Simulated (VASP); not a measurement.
# ZrSe2 (P-3m1) in VASP: relaxation of the atoms with r2SCAN

Aim: the relaxation of the atoms of ZrSe2 with r2SCAN.

Everything below comes from runs of VASP 6.6.1. Logs are shortened: lines on timing, memory, paths and dates and some standing lists are left out, and cuts for length are marked.

### 1 The cell of the first run

The structure is trigonal, space group P-3m1 (No. 164). Conventional cell: a = 3.811 Å, b = 3.811 Å, c = 6.400 Å, α = 90.00°, β = 90.00°, γ = 120.00°. Zr (site symmetry -3m) has 6 Se at 2.70 Å within 3.6 Å. Se (site symmetry 3m) has 3 Zr at 2.70 Å within 3.6 Å.

### 2 Relaxation of the atoms, r2SCAN

Input file POSCAR:

```
ZrSe2
1.0
    3.8111525102      0.0000000000      0.0000000000
   -1.9055762551      3.3005548915      0.0000000000
    0.0000000000      0.0000000000      6.3999068900
Zr Se
1 2
Direct
    0.0000000000      0.0000000000      0.0000000000
    0.6666666667      0.3333333333      0.7558824100
    0.3333333333      0.6666666667      0.2441175900
```

Input file INCAR.step1:

```
ALGO = Normal ; EDIFF = 1E-5
EDIFFG = -0.01 ; ENCUT = 500
GGA = PE ; GGA_COMPAT = False
IBRION = 2 ; ISMEAR = -1
LASPH = True ; LCHARG = False
LREAL = False ; LWAVE = True
NELM = 120 ; NELMIN = 4
NSW = 100 ; PREC = Accurate
SIGMA = 0.01
```

Input file INCAR.step2:

```
ALGO = Normal ; EDIFF = 1E-7
EDIFFG = -0.02 ; ENCUT = 500
GGA_COMPAT = False ; IBRION = 2
ISIF = 2 ; ISMEAR = -1
ISTART = 1 ; LASPH = True
LCHARG = False ; LMIXTAU = True
LREAL = False ; LWAVE = False
METAGGA = R2SCAN ; NELM = 120
NELMIN = 4 ; NSW = 80
PREC = Accurate ; SIGMA = 0.01
```

Input file KPOINTS:

```
k-points
0
Gamma
  10 10 5
```

Potentials or basis: VASP PAW PBE potentials, release 64 (Zr_sv, Se).

Launch:

```bash
cat potpaw_PBE.64/Zr_sv/POTCAR potpaw_PBE.64/Se/POTCAR > POTCAR
cp INCAR.step1 INCAR
mpirun -np 1 vasp_std > vasp.out
cp INCAR.step2 INCAR
mpirun -np 1 vasp_std > vasp.out
```

OUTCAR:

```text
EDIFF = 1E-7
   EDIFFG = -0.02
   ENCUT = 500
   IBRION = 2
   ISIF = 2
   ISMEAR = -1
   ISTART = 1
   LASPH = True
   LREAL = False
   METAGGA = R2SCAN
   NELM = 120
   NELMIN = 4
   NSW = 80
   PREC = Accurate

 ion  position               nearest neighbor table
   1  0.000  0.000  0.000-   2 2.70   3 2.70   3 2.70   2 2.70   2 2.70   3 2.70
   2  0.667  0.333  0.756-   1 2.70   1 2.70   1 2.70
   3  0.333  0.667  0.244-   1 2.70   1 2.70   1 2.70

  LATTYP: Found a hexagonal cell.
 ALAT       =     3.8111525102
 C/A-ratio  =     1.6792576190

  Lattice vectors:

 A1 = (   3.8111525102,   0.0000000000,   0.0000000000)
 A2 = (  -1.9055762551,   3.3005548915,   0.0000000000)
 A3 = (   0.0000000000,   0.0000000000,   6.3999068900)

Analysis of symmetry for initial positions (statically):
=====================================================================
 Subroutine PRICEL returns:
 Original cell was already a primitive cell.

 Routine SETGRP: Setting up the symmetry group for a
 hexagonal supercell.

 Subroutine GETGRP returns: Found 12 space group operations
 (whereof 12 operations were pure point group operations)
 out of a pool of 24 trial point group operations.

The static configuration has the point symmetry D_3d.

Analysis of symmetry for dynamics (positions and initial velocities):
=====================================================================
 Subroutine PRICEL returns:
 Original cell was already a primitive cell.

 Routine SETGRP: Setting up the symmetry group for a
 hexagonal supercell.

 Subroutine GETGRP returns: Found 12 space group operations
 (whereof 12 operations were pure point group operations)
 out of a pool of 24 trial point group operations.

The dynamic configuration has the point symmetry D_3d.

 Subroutine INISYM returns: Found 12 space group operations
 (whereof 12 operations are pure point group operations),
 and found     1 'primitive' translations

----------------------------------------------------------------------------------------

                                     Primitive cell

  volume of cell :      80.5039

  direct lattice vectors                    reciprocal lattice vectors
     3.811152510  0.000000000  0.000000000     0.262387820  0.151489679  0.000000000
[... 80 lines left out ...]
   ISTART =      1    job   : 0-new  1-cont  2-samecut
   ICHARG =      0    charge: 1-file 2-atom 10-const
   ISPIN  =      1    spin polarized calculation?
   LNONCOLLINEAR =      F non collinear calculations
   LSORBIT =      F    spin-orbit coupling
   LASPH  =      T    aspherical Exc in radial PAW
   ENCUT  =  500.0 eV  36.75 Ry    6.06 a.u.   6.95  6.95 11.67*2*pi/ulx,y,z
   NELM   =    120;   NELMIN=  4; NELMDL=  0     # of ELM steps
   EDIFF  = 0.1E-06   stopping-criterion for ELM
   LREAL  =      F    real-space projection
   EDIFFG = -.2E-01   stopping-criterion for IOM
   NSW    =     80    number of steps for IOM
   IBRION =      2    ionic relax: 0-MD 1-quasi-New 2-CG
   NFREE  =      1    steps in history (QN), initial steepest desc. (CG)
   ISIF   =      2    stress and relaxation
   ISYM   =      2    0-nonsym 1-usesym 2-fastsym
   POTIM  = 0.5000    time-step for ionic-motion
   TEBEG  =    0.0;   TEEND  =   0.0 temperature during run
   PSTRESS=    0.0 pullay stress
   NELECT =      24.0000    total number of electrons
   NUPDOWN=      -1.0000    fix difference up-down
   EMIN   =  10.00;   EMAX   =-10.00  energy-range for DOS
   EFERMI =   0.00;   METHOD = LEGACY
   ISMEAR =    -1;   SIGMA  =   0.01  broadening in eV -4-tet -1-fermi 0-gaus
   EFERMI_NEDOS =   21; number of points for ismear=-14 and -15
   IALGO  =     38    algorithm
   IMIX   =      4    mixing-type and parameters
     AMIX     =   0.40;   BMIX     =  1.00
     AMIX_MAG =   1.60;   BMIX_MAG =  1.00
  volume/ion in A,a.u.               =      26.83       181.09
  Fermi-wavevector in a.u.,A,eV,Ry     =   1.093636  2.066673 16.273118  1.196040
  Thomas-Fermi vector in A             =   2.229926
   LORBIT       =      0    0 simple, 1 ext, 2 COOP (PROOUT), +10 PAW based schemes
   METAGGA = R2SCAN    functional components
   LHFCALC =     F    Hartree Fock is set to
   AEXX    =    0.0000 exact exchange contribution
   IVDW    =     0    specifies the selected vdW correction
   LEPSILON=     F    determine dielectric tensor
   LRPA    =     F    only Hartree local field effects (RPA)
 conjugate gradient relaxation of ions
 non-spin polarized calculation
  energy-cutoff  :      500.00
  volume of cell :       80.50
 maximum number of plane-waves:      2056
   NGX = 13   NGY = 13   NGZ = 23

 number of electron      24.0000002 magnetization

 Free energy of the ion-electron system (eV)
  ---------------------------------------------------
  ext. energy  EPLUGINS =         0.00000000
  ---------------------------------------------------
  free energy    TOTEN  =       -56.11618982 eV

  energy without entropy =      -56.11618982  energy(sigma->0) =      -56.11618982

 E-fermi :   3.7765     XC(G=0):  -9.7080

 val. band max:        3.5237916580   @ k =   0.0000   0.0000   0.0000
 cond. band min:       4.3141000936   @ k =   0.5000  -0.0000   0.4000
 fundamental gap:      0.7903084356
 Fermi energy:         3.7764962367

 k-point     1 :       0.0000    0.0000    0.0000
  band No.  band energies     occupation
      1     -47.6182      2.00000
      2     -24.9477      2.00000
      3     -24.8416      2.00000
      4     -24.8416      2.00000
      5      -9.9652      2.00000
      6      -8.7805      2.00000
[... 433 lines left out ...]
      3     -24.9029      2.00000
      4     -24.8805      2.00000
      5      -9.0413      2.00000
      6      -8.6866      2.00000
[... 8 lines left out ...]
     15       6.8057      0.00000
     16       8.6623      0.00000

 [... further k-points ...]
[... 5 lines left out ...]
  --------------------------------------------------------------------------------------
  -------------------------------------------------------------------------------------
  Total       -0.0259191     -0.0259191      0.0039535      0.0000000      0.0000000      0.0000000
  in kB       -0.5158386     -0.5158386      0.0786820      0.0000000      0.0000000      0.0000000
  external PRESSURE =      -0.3176651 kB  Pullay stress =       0.0000000 kB

 VOLUME and BASIS-vectors are now :
 -----------------------------------------------------------------------------
  energy-cutoff  :      500.00
  volume of cell :       80.50
      direct lattice vectors                 reciprocal lattice vectors
     3.811152510  0.000000000  0.000000000     0.262387820  0.151489679  0.000000000
    -1.905576255  3.300554892  0.000000000     0.000000000  0.302979357  0.000000000
     0.000000000  0.000000000  6.399906890     0.000000000  0.000000000  0.156252273

 POSITION                                       TOTAL-FORCE (eV/Angst)
 -----------------------------------------------------------------------------------
      0.00000      0.00000      0.00000        -0.000000      0.000000      0.000000
      1.90558      1.10018      4.83758        -0.000000      0.000000      0.006851
     -0.00000      2.20037      1.56233         0.000000     -0.000000     -0.006851
 -----------------------------------------------------------------------------------
    total drift:                               -0.000000      0.000000      0.000000

  FREE ENERGIE OF THE ION-ELECTRON SYSTEM (eV)
  ---------------------------------------------------
  free  energy   TOTEN  =       -56.1161898170 eV

  energy  without entropy=      -56.1161898170  energy(sigma->0) =      -56.11618982

 reached required accuracy - stopping structural energy minimisation
```

OUTCAR.step1:

```text
EDIFF = 1E-5
   EDIFFG = -0.01
   ENCUT = 500
   GGA = PE
   IBRION = 2
   ISMEAR = -1
   LASPH = True
   LREAL = False
   NELM = 120
   NELMIN = 4
   NSW = 100
[... 747 lines left out ...]
  -------------------------------------------------------------------------------------
  Total       -0.1252122     -0.1252122      0.3100634      0.0000000      0.0000000      0.0000000
  in kB       -2.4919560     -2.4919560      6.1708389      0.0000000      0.0000000      0.0000000
  external PRESSURE =       0.3956423 kB  Pullay stress =       0.0000000 kB
[... 18 lines left out ...]
  FREE ENERGIE OF THE ION-ELECTRON SYSTEM (eV)
  ---------------------------------------------------
  free  energy   TOTEN  =       -19.5934068822 eV

  energy  without entropy=      -19.5934068822  energy(sigma->0) =      -19.59340688

 reached required accuracy - stopping structural energy minimisation
```

OSZICAR.step1:

```text
N       E                     dE             d eps       ncg     rms          rms(c)
DAV:   1     0.173289952868E+03    0.17329E+03   -0.11441E+04  1856   0.131E+03
DAV:   2    -0.115928726846E+02   -0.18488E+03   -0.18267E+03  2456   0.298E+02
DAV:   3    -0.210063477379E+02   -0.94135E+01   -0.94000E+01  3256   0.643E+01
[... 15 lines left out ...]
       N       E                     dE             d eps       ncg     rms          rms(c)
DAV:   1    -0.195931174514E+02   -0.21193E-03   -0.99733E-02  1856   0.150E+00    0.158E-01
DAV:   2    -0.195934187864E+02   -0.30133E-03   -0.38676E-03  2256   0.310E-01    0.646E-02
DAV:   3    -0.195934102487E+02    0.85377E-05   -0.55468E-05  2456   0.447E-02    0.428E-02
DAV:   4    -0.195934068822E+02    0.33665E-05   -0.19668E-05  1456   0.255E-02
   3 F= -.19593407E+02 E0= -.19593407E+02  d E =-.183051E-02
```

Wall time 3.3 min (1 thread of Intel Xeon 6975P-C (Granite Rapids), shared host); peak memory 0.24 GiB.

What came out:

```yaml
Free_energy: -56.1162 eV
Pressure_after_relaxing: 0.0 GPa
Largest_force_after_relaxing: 0.007 eV/Å
Band_gap_on_the_k_mesh: 0.79 eV (least direct gap 1.43 eV)
```

Forces on the atoms (eV/Å):
```
Zr   0.000  0.000  0.000
Se   0.000  0.000  0.007
Se   0.000  0.000 -0.007
```

Final structure:
```
Zr Se
1.0
     3.81115    0.00000    0.00000
    -1.90558    3.30055    0.00000
     0.00000    0.00000    6.39991
Zr Se
1 2
Direct
  0.00000 0.00000 0.00000
  0.66667 0.33333 0.75588
  0.33333 0.66667 0.24412
```

Caveat: the relaxation stopped at its first step, so nothing moved; semilocal functionals underestimate gaps, and a narrow one can read as zero; the PAW data sets were made with another functional, which shifts forces and pressure a little. A k mesh can miss the band edges.
